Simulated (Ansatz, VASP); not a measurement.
Given: the input of a run of Ansatz 0.2.0 on Ge.

File input.yaml:

```yaml
crystal:
  lattice:
    - [0.0, 2.8843929095, 2.8843929095]
    - [2.8843929095, 0.0, 2.8843929095]
    - [2.8843929095, 2.8843929095, 0.0]
  atoms:
    - { symbol: Ge, position: [0.75, 0.75, 0.75] }
    - { symbol: Ge, position: [0.5, 0.5, 0.5] }
hamiltonian:
  xc: { exchange: pbe, correlation: none }
  pseudopotentials: { kind: paw }
kpoints:
  mp_grid: { grid: [8, 8, 8] }
scf:
  occupations: { method: fermi_dirac, width: 0.05 }
output:
  forces: true
  stress: true
  eigenvalues: true
```

Potentials or basis: Ansatz PAW.

Launch:

```bash
$ ansatz run input.yaml --threads 2 --pin off --max-ram 5120MiB --backend cpu --events-out ev --progress --plain --runs-dir out
```

Q: Set up the same calculation for VASP 6.6.1. Potentials there: VASP PAW PBE potentials, release 64 (Ge_d).

A: As run (the cutoff follows the program's own potentials):

INCAR

```
AGGAC    = 0.0          
ALDAC    = 0.0          
ALGO     = Normal         # electronic algorithm
EDIFF    = 1E-6           # SCF threshold, eV
ENCUT    = 520            # plane-wave cutoff, eV
GGA      = PE             # functional
ISIF     = 2              # what is computed and relaxed
ISMEAR   = -1             # smearing method
LASPH    = T              # aspherical terms in the spheres
LCHARG   = F              # write CHGCAR
LREAL    = F              # projectors in reciprocal space
LWAVE    = F              # write WAVECAR
NBANDS   = 21             # bands
NELM     = 80             # most SCF steps
PREC     = Accurate       # precision mode
SIGMA    = 0.05           # smearing width, eV
```

File KPOINTS:

```
k-points
0
Gamma
  8 8 8
```

Contents of POSCAR:

```
Ge
1.0
    0.0000000000      2.8843929095      2.8843929095
    2.8843929095      0.0000000000      2.8843929095
    2.8843929095      2.8843929095      0.0000000000
Ge
2
Direct
    0.7500000000      0.7500000000      0.7500000000
    0.5000000000      0.5000000000      0.5000000000
```

Potentials or basis: VASP PAW PBE potentials, release 64 (Ge_d).

Launch:

```console
$ cat potpaw_PBE.64/Ge_d/POTCAR > POTCAR
$ mpirun -np 1 vasp_std > vasp.out
```

Both were run:

|  | VASP | Ansatz | Ansatz less VASP |
| --- | --- | --- | --- |
| gap on the k mesh at the Fermi level (eV) | none | none | - |
| pressure (GPa) | 8.9 | 8.8 | -0.12 |

VASP's potentials were made for PBE, not for PBE exchange alone. A gap of «none» marks a metal or a gap that the smearing closes. The functional is the same, so the differences come from potentials, cutoffs and numerics.
